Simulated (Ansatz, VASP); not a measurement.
**Two plane-wave programs on AlAs**

```
CELL_PARAMETERS angstrom
0.00000 2.83153 2.83153
2.83153 0.00000 2.83153
2.83153 2.83153 0.00000
ATOMIC_POSITIONS crystal
Al 0.00000 0.00000 0.00000
As 0.25000 0.25000 0.25000
```

Alike in both runs: task single point; functional r2SCAN; dispersion rVV10; k mesh 8 × 8 × 8; occupations gaussian, width 0.02 eV; no spin polarisation.

```csv
,VASP,Ansatz
version,VASP 6.6.1,Ansatz 0.2.0
potentials or method,"VASP PAW PBE potentials, release 64 (Al, As), cutoff 550 eV","scalar-relativistic, plane waves, PAW"
valence electrons in the cell,8,18
```

```tsv
	VASP	Ansatz	Ansatz less VASP
gap on the k mesh at the Fermi level (eV)	1.74	1.75	+0.011
least direct gap on the mesh (eV)	2.67	2.67	-0.002
pressure (GPa)	0.1	0.0	-0.12
```

VASP's potentials were made for PBE, not for r2SCAN. VASP's potentials hold 8 valence electrons a cell and Ansatz's 18, so a difference there can come from the potentials and not from the codes.
